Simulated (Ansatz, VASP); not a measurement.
**One calculation of MoS2, two programs**

Contents of INCAR:

```
SYSTEM = MoS2
PREC = Accurate ; ENCUT = 520
EDIFF = 1E-8 ; ISMEAR = -1
SIGMA = 0.05 ; LREAL = .False.
LASPH = .True. ; NELM = 60
ALGO = Normal ; ISIF = 2
LWAVE = .False. ; LCHARG = .False.
GGA = PS ; LEFG = .True.
NBANDS = 20
```

Contents of KPOINTS:

```
Automatic mesh
0
Gamma
  13 13 13
  0 0 0
```

The input POSCAR:

```
MoS2
1.0
    1.5815003568      0.9130796567      6.0008634000
   -1.5815003568      0.9130796567      6.0008634000
    0.0000000000     -1.8261593134      6.0008634000
Mo S
1 2
Direct
    0.0000000000      0.0000000000      0.0000000000
    0.7484000000      0.7484000000      0.7484000000
    0.5849000000      0.5849000000      0.5849000000
```

Input for Ansatz:

```yaml
crystal:
  lattice:
    - [1.5815003568, 0.9130796567, 6.0008634]
    - [-1.5815003568, 0.9130796567, 6.0008634]
    - [0.0, -1.8261593134, 6.0008634]
  atoms:
    - { symbol: Mo, position: [0.0, 0.0, 0.0] }
    - { symbol: S, position: [0.7484, 0.7484, 0.7484] }
    - { symbol: S, position: [0.5849, 0.5849, 0.5849] }
kpoints:
  mp_grid: { grid: [13, 13, 13] }
scf:
  occupations: { method: fermi_dirac, width: 0.05 }
hamiltonian:
  xc: pbesol
  pseudopotentials: { kind: paw }
output:
  forces: true
  stress: true
  eigenvalues: true
  efg: { contact_densities: true }
```

Change from the starting cell: zz strain of -2 %, PAW files.

Alike in both runs: task electric field gradients; functional PBEsol; k mesh 13 × 13 × 13; occupations fermi-dirac, width 0.05 eV; no spin polarisation.

|  | VASP | Ansatz |
| --- | --- | --- |
| version | VASP 6.6.1 | Ansatz 0.2.0 |
| potentials or method | VASP PAW PBE potentials, release 64 (Mo_sv, S) | PAW with Ansatz's default frozen-core files, scalar-relativistic |
| plane-wave cutoff (eV) | 520 | 420 |
| valence electrons in the cell | 26 | 26 |

```tsv
	VASP	Ansatz	Ansatz less VASP
pressure (GPa)	8.0	8.0	+0.04
traceless stress, the component that is largest in VASP (GPa)	7.69	7.72	+0.021
rms of the force components (eV/Å)	0.791	0.793	+0.0018
size of Vzz on the site where it differs most (V/Å²)	101.7	99.3	-2.38
```

VASP's potentials were made for PBE, not for PBEsol. Atom by atom the forces differ by 0.002 eV/Å (rms over components).
